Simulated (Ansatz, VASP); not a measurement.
**Two plane-wave programs on WS2**

```
W S
1.0
     3.12147    0.00000    0.00000
    -1.56073    2.70327    0.00000
     0.00000    0.00000   20.00000
W S
1 2
Cartesian
  0.0000 1.8022 10.0000
  1.5607 0.9011 11.5710
  1.5607 0.9011 8.4290
```

Alike in both runs: task relaxation of the atoms; functional LDA; k mesh 15 × 15 × 1; no spin polarisation.

|  | VASP | Ansatz |
| --- | --- | --- |
| version | VASP 6.6.1 | Ansatz 0.2.0 |
| potentials or method | VASP PAW LDA potentials, release 64 (W_sv, S), cutoff 520 eV | scalar-relativistic, plane waves, PAW |
| occupations | gaussian, width 0.01 eV | fixed |
| valence electrons in the cell | 26 | 26 |

```csv
,VASP,Ansatz,Ansatz less VASP
"gap on the k mesh at the Fermi level, each at its own relaxed structure (eV)",2.02,2.01,-0.019
```

LDA's correlation is that of Perdew and Zunger in VASP and of Perdew and Wang (1992) in Ansatz. Ansatz's warnings: stress scf threshold loose, xc potential rough in thin density.

Neither program's run includes spin-orbit coupling.
